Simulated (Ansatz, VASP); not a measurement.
One calculation of Ag, two programs

File INCAR:

```
PREC = Accurate ; ENCUT = 520
EDIFF = 1E-7 ; ISMEAR = 0
SIGMA = 0.1 ; LREAL = False
LASPH = True ; NELM = 80
ALGO = Fast ; ISIF = 2
LWAVE = False ; LCHARG = False
GGA = PS ; NBANDS = 18
```

Contents of KPOINTS:

```
regular mesh
0
Gamma
  24 24 12
```

File POSCAR:

```
Ag
1.0
    2.8669917939      0.0000000000      0.0000000000
   -1.4334958970      2.4828877260      0.0000000000
    0.0000000000      0.0000000000      4.6439248887
Ag
2
Direct
    0.3333333333      0.6666666667      0.2500000000
    0.6666666667      0.3333333333      0.7500000000
```

Input for Ansatz:

```yaml
crystal:
  lattice:
    - [2.8669917939, 0.0, 0.0]
    - [-1.433495897, 2.482887726, 0.0]
    - [0.0, 0.0, 4.6439248887]
  atoms:
    - { symbol: Ag, position: [0.3333333333, 0.6666666667, 0.25] }
    - { symbol: Ag, position: [0.6666666667, 0.3333333333, 0.75] }
basis:
  ecutwfc: 420
kpoints:
  mp_grid: { grid: [24, 24, 12] }
hamiltonian:
  xc: pbesol
scf:
  occupations: { method: gaussian, width: 0.1 }
output:
  forces: true
  stress: true
  eigenvalues: true
```

Change from the starting cell: strain along c alone, the other axes held, atoms relaxed: -1.0 %.

Alike in both runs: task single point; functional PBEsol; k mesh 24 × 24 × 12; occupations gaussian, width 0.1 eV; no spin polarisation.

|  | VASP | Ansatz |
| --- | --- | --- |
| version | VASP 6.6.1 | Ansatz 0.2.0 |
| potentials or method | VASP PAW PBE potentials, release 64 (Ag), cutoff 520 eV | scalar-relativistic, plane waves, PAW |
| valence electrons in the cell | 22 | 38 |

```tsv
	VASP	Ansatz	Ansatz less VASP
gap on the k mesh at the Fermi level (eV)	none	none	-
pressure (GPa)	0.9	1.1	+0.23
traceless stress, the component that is largest in VASP (GPa)	1.09	1.10	+0.012
```

VASP's potentials were made for PBE, not for PBEsol. A gap of «none» marks a metal or a gap that the smearing closes. VASP's potentials hold 22 valence electrons a cell and Ansatz's 38, so a difference there can come from the potentials and not from the codes.
